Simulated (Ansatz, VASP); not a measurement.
# Ta in VASP and in Ansatz

Contents of INCAR:

```
SYSTEM = Ta
PREC = Accurate
ENCUT = 520
EDIFF = 1E-7
ISMEAR = 0
SIGMA = 0.15
LREAL = .FALSE.
LASPH = .TRUE.
NELM = 100
ALGO = Fast
ISIF = 2
LWAVE = .FALSE.
LCHARG = .FALSE.
GGA = PE
NBANDS = 12
```

KPOINTS

```
regular mesh
0
G
  18 18 18
  0 0 0
```

POSCAR

```
Ta
1.0
   -1.5225761745      1.6594835689      1.5972529351
    1.5225761745     -1.6594835689      1.5972529351
    1.5225761745      1.6594835689     -1.5972529351
Ta
1
Direct
    0.0000000000      0.0000000000      0.0000000000
```

Input for Ansatz:

```yaml
crystal:
  lattice:
    - [-1.5225761745, 1.6594835689, 1.5972529351]
    - [1.5225761745, -1.6594835689, 1.5972529351]
    - [1.5225761745, 1.6594835689, -1.5972529351]
  atoms:
    - { symbol: Ta, position: [0.0, 0.0, 0.0] }
basis:
  ecutwfc: 420
kpoints:
  mp_grid: { grid: [18, 18, 18] }
hamiltonian:
  xc: pbe
  pseudopotentials: { kind: paw, azcp: { folder: soft_1 } }
scf:
  occupations: { method: gaussian, width: 0.15 }
output:
  forces: true
  stress: true
  eigenvalues: true
```

Change from the starting cell: normal strain along x -0.0825, normal strain along z -0.0375.

Alike in both runs: task single point; functional PBE; k mesh 18 × 18 × 18; occupations gaussian, width 0.15 eV; no spin polarisation.

|  | VASP | Ansatz |
| --- | --- | --- |
| version | VASP 6.6.1 | Ansatz 0.2.0 |
| potentials or method | VASP PAW PBE potentials, release 64 (Ta_pv), cutoff 520 eV | scalar-relativistic, plane waves, PAW |
| valence electrons in the cell | 11 | 13 |

VASP gave:

* gap on the k mesh at the Fermi level (eV): none
* pressure (GPa): 31.6
* traceless stress, the component that is largest in VASP (GPa): -6.27

**Question.** Estimate Ansatz's values.

**Answer.** gap on the k mesh at the Fermi level (eV): none; pressure (GPa): 31.2; traceless stress, the component that is largest in VASP (GPa): -6.27.

A gap of «none» marks a metal or a gap that the smearing closes. Both programs put the cell under a high pressure, so it lies far from rest at this level. VASP's potentials hold 11 valence electrons a cell and Ansatz's 13, so a difference there can come from the potentials and not from the codes.

Spin-orbit coupling is off throughout.
